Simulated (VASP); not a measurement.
Ti, 3 atoms in the cell. It takes space group P6/mmm (No. 191, hexagonal). The conventional cell has a = 4.567 Å, b = 4.567 Å, c = 2.826 Å, α = 90.00°, β = 90.00°, γ = 120.00°. Within 3.7 Å of Ti (site symmetry 6/mmm) lie 14 Ti at 2.83 to 2.99 Å. Within 3.5 Å of Ti (site symmetry -6m2) lie 11 Ti at 2.64 to 2.99 Å. 

```yaml
Program: VASP 6.6.1
Task: single point
Functional: PBE
Potentials_or_basis: VASP PAW PBE potentials, release 64 (Ti_sv)
Cutoff: 500 eV
k_mesh: 3 × 3 × 4
Occupations: gaussian, width 0.1 eV
Spin: no spin polarisation
Dipole_correction: no
Further_INCAR_settings: ALGO = Normal; EDIFF = 1e-06; NBANDS = 25
```

Potentials or basis: VASP PAW PBE potentials, release 64 (Ti_sv).

The run is started by

```sh
$ cat potpaw_PBE.64/Ti_sv/POTCAR > POTCAR
$ mpirun -np 1 vasp_std > vasp.out
```

Hardware: 1 thread of Intel Xeon 8259CL, on a shared host.

**Question.** Estimate the wall time of this run.

**Answer.** Wall time 24 s on 1 thread of Intel Xeon 8259CL, on a shared host, peak memory 0.17 GiB. Counts: scf iterations 14, k points 9.
